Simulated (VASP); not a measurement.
ScSi2: relaxation of the atoms with PBE

ScSi2:

```
Sc Si
1.0
     3.73320    0.00000    0.00000
    -1.86660    3.23305    0.00000
     0.00000    0.00000    3.87000
Sc Si
1 2
Cartesian
  0.0000 0.0000 0.0000
  1.8666 1.0777 1.9350
  0.0000 2.1554 1.9350
```

```
Program                : VASP 6.6.1
Task                   : relaxation of the atoms
Functional             : PBE
Potentials or basis    : VASP PAW PBE potentials, release 64 (Sc_sv, Si)
Cutoff                 : 520 eV
k mesh                 : 7 × 7 × 6
Occupations            : fermi-dirac, width 0.05 eV
Spin                   : no spin polarisation
Dipole correction      : no
Further INCAR settings : ALGO = Normal; EDIFF = 1e-07; IBRION = 2; EDIFFG = -0.01; NSW = 60
```

```
Pressure after relaxing : 16.3 GPa
```

Stress tensor (GPa, compression positive):
```
24.77  0.00  0.00
 0.00 24.77  0.00
 0.00  0.00 -0.65
```

Final structure:
```
CELL_PARAMETERS angstrom
3.73320 0.00000 0.00000
-1.86660 3.23305 0.00000
0.00000 0.00000 3.87000
ATOMIC_POSITIONS crystal
Sc 0.00000 0.00000 0.00000
Si 0.66667 0.33333 0.50000
Si 0.33333 0.66667 0.50000
```

Levels at points of the mesh, in eV from the Fermi level:
| k point | band 5 | band 6 | band 7 | band 8 | band 9 | band 10 | band 11 | band 12 | band 13 |
| --- | --- | --- | --- | --- | --- | --- | --- | --- | --- |
| (0.00, 0.00, 0.00) | -13.60 | -3.51 | -3.51 | -3.36 | -1.93 | 0.67 | 0.97 | 0.97 | 1.57 |
| (0.00, 0.00, 0.50) | -12.72 | -7.17 | -2.65 | -2.65 | -1.16 | -1.16 | 0.28 | 0.28 | 1.79 |

It took 40 s on 1 thread of Oxide Virtual Turin-like Processor, on a shared host, peak memory 0.14 GiB.

Caveat: the relaxation stopped at its first step, so nothing moved.
